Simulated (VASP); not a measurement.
Input of a VASP 6.6.1 run:

Contents of POSCAR:

```
Si
1.0
    4.6041643450     -2.4553413441      0.0000000000
    4.6041643450      2.4553413441      0.0000000000
    0.0000000000      0.0000000000      5.3752767120
Si
8
Direct
    0.4999882949      0.5000117051      0.7708469308
    0.5000117051      0.4999882949      0.2291530692
    1.0000117051     -0.0000117051      0.2708469308
   -0.0000117051      1.0000117051      0.7291530692
    0.7251470617      0.7251470617      0.5000000000
    0.2251470617      0.2251470617      0.0000000000
    0.2748529383      0.2748529383      0.5000000000
    0.7748529383      0.7748529383      0.0000000000
```

Contents of INCAR.step1:

```
  PREC = Accurate
  ENCUT = 520
  ISMEAR = 0
  SIGMA = 0.1
  LREAL = False
  LASPH = True
  NELM = 80
  NBANDS = 26
  GGA = PE
  ALGO = Normal
  EDIFF = 1E-4
  LWAVE = True
  LCHARG = False
```

File INCAR.step2:

```
  PREC = Accurate
  ENCUT = 520
  EDIFF = 1E-6
  ISMEAR = 0
  SIGMA = 0.1
  LREAL = False
  LASPH = True
  NELM = 80
  ALGO = Normal
  ISIF = 2
  LWAVE = False
  LCHARG = False
  METAGGA = R2SCAN
  LMIXTAU = True
  NBANDS = 26
  ISTART = 1
```

Contents of KPOINTS:

```
Automatic mesh
0
Gamma
  8 8 8
```

Potentials or basis: VASP PAW PBE potentials, release 64 (Si).

Command:

```bash
$ cat potpaw_PBE.64/Si/POTCAR > POTCAR
$ cp INCAR.step1 INCAR
$ mpirun -np 1 vasp_std > vasp.out
$ cp INCAR.step2 INCAR
$ mpirun -np 1 vasp_std > vasp.out
```

Problem. Predict the band gap on the k mesh.

Solution. Zero (bands 16 and 17 overlap by 3.47 eV).

Problem. What does it give for the pressure?

Solution. -0.1 GPa.

Problem. Estimate the largest force.

Solution. 0.009 eV/Å.

Forces in eV/Å, atoms in the order of the input:
```
Si   0.000  0.000  0.004
Si   0.000  0.000 -0.004
Si   0.000  0.000  0.004
Si   0.000  0.000 -0.004
Si  -0.009  0.000  0.000
Si  -0.009  0.000  0.000
Si   0.009  0.000  0.000
Si   0.009  0.000  0.000
```

Caveat: the PAW data sets were made with another functional, which shifts forces and pressure a little.
